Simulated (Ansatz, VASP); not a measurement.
## Rb: VASP beside Ansatz

Contents of INCAR:

```
  ALGO = Normal
  EDIFF = 1E-6
  ENCUT = 520
  GGA = PE
  ISIF = 2
  ISMEAR = 0
  LASPH = T
  LCHARG = F
  LREAL = F
  LWAVE = F
  NBANDS = 10
  NELM = 100
  PREC = Accurate
  SIGMA = 0.2
```

The input KPOINTS:

```
k-points
0
Gamma
  8 8 8
```

File POSCAR:

```
Rb
1.0
   -2.8359049291      2.8359049291      2.8359049291
    2.8359049291     -2.8359049291      2.8359049291
    2.8359049291      2.8359049291     -2.8359049291
Rb
1
Direct
    0.0000000000      0.0000000000      0.0000000000
```

Input for Ansatz:

```yaml
crystal:
  lattice:
    - [-2.8359049291, 2.8359049291, 2.8359049291]
    - [2.8359049291, -2.8359049291, 2.8359049291]
    - [2.8359049291, 2.8359049291, -2.8359049291]
  atoms:
    - { symbol: Rb, position: [0.0, 0.0, 0.0] }
hamiltonian:
  xc: pbe
  pseudopotentials:
    kind: paw
    azcp:
      Rb: "pseudopotentials/Rb.paw.azcp"
basis:
  ecutwfc: 420
  fft_grid_basis: typed
kpoints:
  mp_grid: { grid: [8, 8, 8], shift: [0, 0, 0] }
magnetization:
  spin_polarized: false
scf:
  occupations: { method: gaussian, width: 0.2 }
  lower_state_search: "off"
output:
  stress: true
```

Alike in both runs: task single point; functional PBE; k mesh 8 × 8 × 8; occupations gaussian, width 0.2 eV; no spin polarisation.

|  | VASP | Ansatz |
| --- | --- | --- |
| version | VASP 6.6.1 | Ansatz 0.2.0 |
| potentials or method | VASP PAW PBE potentials, release 64 (Rb_sv), cutoff 520 eV | plane waves (420 eV) with PAW, scalar-relativistic |
| valence electrons in the cell | 9 | 9 |

```csv
,VASP,Ansatz,Ansatz less VASP
pressure (GPa),0.0,0.0,0.00
```
